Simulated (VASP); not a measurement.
W, 1 atom in the cell. The structure is cubic, space group Im-3m (No. 229). The conventional cell has a = 3.135 Å, b = 3.135 Å, c = 3.135 Å, α = 90.00°, β = 90.00°, γ = 90.00°. Within 3.6 Å of W (site symmetry m-3m) lie 14 W at 2.72 to 3.14 Å. 

| Item | Value |
| --- | --- |
| Program | VASP 6.6.1 |
| Task | vibrations by perturbation theory |
| Functional | LDA |
| Potentials or basis | VASP PAW LDA potentials, release 64 (W_sv) |
| Cutoff | 520 eV |
| k mesh | 16 × 16 × 16 |
| Occupations | fermi-dirac, width 0.15 eV |
| Spin | no spin polarisation |
| Dipole correction | no |
| Further INCAR settings | ALGO = Fast; EDIFF = 1e-08; IBRION = 8; NSW = 1 |

Potentials or basis: VASP PAW LDA potentials, release 64 (W_sv).

The run is started by

```bash
$ cat potpaw_LDA.64/W_sv/POTCAR > POTCAR
$ mpirun -np 1 vasp_std > vasp.out
```

Hardware: 1 thread of Intel(R) Xeon(R) 6975P-C (Granite Rapids), with other jobs on the host.

Problem. How long does it take, and how much memory?

Solution. Wall time 100 s on 1 thread of Intel(R) Xeon(R) 6975P-C (Granite Rapids), on a shared host, peak memory 0.22 GiB. Counts: scf iterations 37, k points 145.
